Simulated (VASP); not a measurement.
# BAs (m.Ae) in VASP: single point with PBE

Aim: the single point of BAs (m.Ae) with PBE.

All numbers are computed with VASP 6.6.1; they aren't measurements. Logs are shortened: lines on timing, memory, paths and dates and some standing lists are left out, and cuts for length are marked.

### 1 The cell of the first run

The cell holds a sheet with vacuum, 2 atoms: a = 3.375 Å, b = 3.375 Å, c = 16.000 Å, α = 90.00°, β = 90.00°, γ = 120.00°.

### 2 Single point, PBE

Input file INCAR:

```
PREC = Accurate
ENCUT = 420
EDIFF = 1E-6
ISMEAR = 0
SIGMA = 0.03
LREAL = F
LASPH = T
NELM = 120
ALGO = Normal
ISIF = 2
LWAVE = F
LCHARG = F
LDIPOL = T
IDIPOL = 3
DIPOL = 0.5 0.5 0.500
GGA = PE
NBANDS = 11
GGA_COMPAT = F
NELMDL = -8
```

Input file KPOINTS:

```
regular mesh
0
Gamma
  12 12 1
```

Input file POSCAR:

```
BAs
1.0
    3.3751406870      0.0000000000      0.0000000000
   -1.6875703435      2.9229575763      0.0000000000
    0.0000000000      0.0000000000     16.0000000000
B As
1 1
Direct
    0.3333333333      0.6666666667      0.5000000000
    0.6666666667      0.3333333333      0.5000000000
```

Potentials or basis: VASP PAW PBE potentials, release 64 (B, As).

Run with:

```sh
$ cat potpaw_PBE.64/B/POTCAR potpaw_PBE.64/As/POTCAR > POTCAR
$ mpirun -np 1 vasp_std > vasp.out
```

OUTCAR:

```text
PREC = Accurate
   ENCUT = 420
   EDIFF = 1E-6
   ISMEAR = 0
   LREAL = F
   LASPH = T
   NELM = 120
   ISIF = 2
   GGA = PE
   NELMDL = -8

 ion  position               nearest neighbor table
   1  0.333  0.667  0.500-   2 1.95   2 1.95   2 1.95
   2  0.667  0.333  0.500-   1 1.95   1 1.95   1 1.95

  LATTYP: Found a hexagonal cell.
 ALAT       =     3.3751406870
 C/A-ratio  =     4.7405431310

  Lattice vectors:

 A1 = (   3.3751406870,   0.0000000000,   0.0000000000)
 A2 = (  -1.6875703435,   2.9229575763,   0.0000000000)
 A3 = (   0.0000000000,   0.0000000000,  16.0000000000)

Analysis of symmetry for initial positions (statically):
=====================================================================
 Subroutine PRICEL returns:
 Original cell was already a primitive cell.

 Routine SETGRP: Setting up the symmetry group for a
 hexagonal supercell.

 Subroutine GETGRP returns: Found 12 space group operations
 (whereof 12 operations were pure point group operations)
 out of a pool of 24 trial point group operations.

The static configuration has the point symmetry D_3h.

Analysis of symmetry for dynamics (positions and initial velocities):
=====================================================================
 Subroutine PRICEL returns:
 Original cell was already a primitive cell.

 Routine SETGRP: Setting up the symmetry group for a
 hexagonal supercell.

 Subroutine GETGRP returns: Found 12 space group operations
 (whereof 12 operations were pure point group operations)
 out of a pool of 24 trial point group operations.

The dynamic configuration has the point symmetry D_3h.

 Subroutine INISYM returns: Found 12 space group operations
 (whereof 12 operations are pure point group operations),
 and found     1 'primitive' translations

----------------------------------------------------------------------------------------

                                     Primitive cell

  volume of cell :     157.8463

  direct lattice vectors                    reciprocal lattice vectors
     3.375140687  0.000000000  0.000000000     0.296283946  0.171059616  0.000000000
    -1.687570344  2.922957576  0.000000000     0.000000000  0.342119232  0.000000000
     0.000000000  0.000000000 16.000000000     0.000000000  0.000000000  0.062500000

  length of vectors
     3.375140687  3.375140687 16.000000000     0.342119232  0.342119232  0.062500000

  position of ions in fractional coordinates (direct lattice)
     0.333333333  0.666666667  0.500000000
     0.666666667  0.333333333  0.500000000

  ion indices of the primitive-cell ions
   primitive index   ion index
                 1           1
[... 85 lines left out ...]
   IMIX   =      4    mixing-type and parameters
     AMIX     =   0.40;   BMIX     =  1.00
     AMIX_MAG =   1.60;   BMIX_MAG =  1.00
  volume/ion in A,a.u.               =      78.92       532.60
  Fermi-wavevector in a.u.,A,eV,Ry     =   0.605843  1.144877  4.993959  0.367046
  Thomas-Fermi vector in A             =   1.659717
   LORBIT       =      0    0 simple, 1 ext, 2 COOP (PROOUT), +10 PAW based schemes
   GGA     = PE    functional components
   LHFCALC =     F    Hartree Fock is set to
   AEXX    =    0.0000 exact exchange contribution
   IVDW    =     0    specifies the selected vdW correction
   LEPSILON=     F    determine dielectric tensor
   LRPA    =     F    only Hartree local field effects (RPA)
 non-spin polarized calculation
 Gauss-broadening in eV      SIGMA  =   0.03
  energy-cutoff  :      420.00
  volume of cell :      157.85
 maximum number of plane-waves:      3137
 NGX is ok and might be reduce to    24
   NGX = 11   NGY = 11   NGZ = 53

 dipolmoment           0.000000      0.000000     -0.000000 electrons x Angstroem

 number of electron       7.9999999 magnetization

 dipolmoment           0.000000      0.000000      0.000000 electrons x Angstroem

 Free energy of the ion-electron system (eV)
  ---------------------------------------------------
  ext. energy  EPLUGINS =         0.00000000
  ---------------------------------------------------
  free energy    TOTEN  =       -10.64090670 eV

  energy without entropy =      -10.64090670  energy(sigma->0) =      -10.64090670

 E-fermi :  -2.8952     XC(G=0):  -2.6862

 val. band max:       -3.0462542964   @ k =   0.3333   0.3333   0.0000
 cond. band min:      -2.3030067594   @ k =   0.3333   0.3333   0.0000
 fundamental gap:      0.7432475369
 Fermi energy:        -2.8951841340

 k-point     1 :       0.0000    0.0000    0.0000
  band No.  band energies     occupation
      1     -16.9045      2.00000
      2      -7.0039      2.00000
      3      -4.5696      2.00000
      4      -4.5696      2.00000
      5       0.5523      0.00000
      6       0.8392      0.00000
      7       1.6717      0.00000
      8       1.7930      0.00000
      9       1.7930      0.00000
     10       2.1720      0.00000
     11       3.8580      0.00000
[... 239 lines left out ...]
 k-point    19 :       0.3333    0.3333    0.0000
  band No.  band energies     occupation
      1     -13.9787      2.00000
      2     -10.9628      2.00000
      3      -9.0666      2.00000
      4      -3.0463      2.00000
      5      -2.3030      0.00000
      6       3.3498      0.00000
      7       3.5904      0.00000
      8       5.4286      0.00000
      9       6.1164      0.00000
     10       6.4729      0.00000
     11       6.9023      0.00000

------------------------ aborting loop because EDIFF is reached ----------------------------------------

 vacuum level on the upper side and lower side of the slab       (xc-potential included)        -0.119        -0.119

  FORCE on cell =-STRESS in cart. coord.  units (eV):
  Direction    XX          YY          ZZ          XY          YZ          ZX
  --------------------------------------------------------------------------------------
  -------------------------------------------------------------------------------------
  Total        0.4663486      0.4663486     -0.0057918      0.0000000     -0.0000000      0.0000000
  in kB        4.7335489      4.7335489     -0.0587878      0.0000000     -0.0000000      0.0000000
  external PRESSURE =       3.1361033 kB  Pullay stress =       0.0000000 kB

 VOLUME and BASIS-vectors are now :
 -----------------------------------------------------------------------------
  energy-cutoff  :      420.00
  volume of cell :      157.85
      direct lattice vectors                 reciprocal lattice vectors
     3.375140687  0.000000000  0.000000000     0.296283946  0.171059616  0.000000000
    -1.687570344  2.922957576  0.000000000     0.000000000  0.342119232  0.000000000
     0.000000000  0.000000000 16.000000000     0.000000000  0.000000000  0.062500000

 POSITION                                       TOTAL-FORCE (eV/Angst)
 -----------------------------------------------------------------------------------
     -0.00000      1.94864      8.00000         0.000000     -0.000000      0.000000
      1.68757      0.97432      8.00000        -0.000000      0.000000      0.000000
 -----------------------------------------------------------------------------------
    total drift:                                0.000000     -0.000000      0.000000

  FREE ENERGIE OF THE ION-ELECTRON SYSTEM (eV)
  ---------------------------------------------------
  free  energy   TOTEN  =       -10.6409066962 eV

  energy  without entropy=      -10.6409066962  energy(sigma->0) =      -10.64090670

 vacuum level on the upper side and lower side of the slab         1.768         1.768
```

It took 36 s on 1 thread of Intel Xeon 8259CL, shared host; peak memory 0.24 GiB.

Results:

```yaml
Free_energy: -10.6409 eV
Band_gap_on_the_k_mesh: 0.74 eV, direct
```

Levels at points of the mesh, in eV from the valence-band top:
```
           k point  band 2  band 3  band 4  band 5  band 6  band 7
(0.00, 0.00, 0.00)   -3.96   -1.52   -1.52    3.60    3.89    4.72
(0.50, 0.00, 0.00)   -8.24   -3.60   -1.05    1.44    2.52    7.48
```
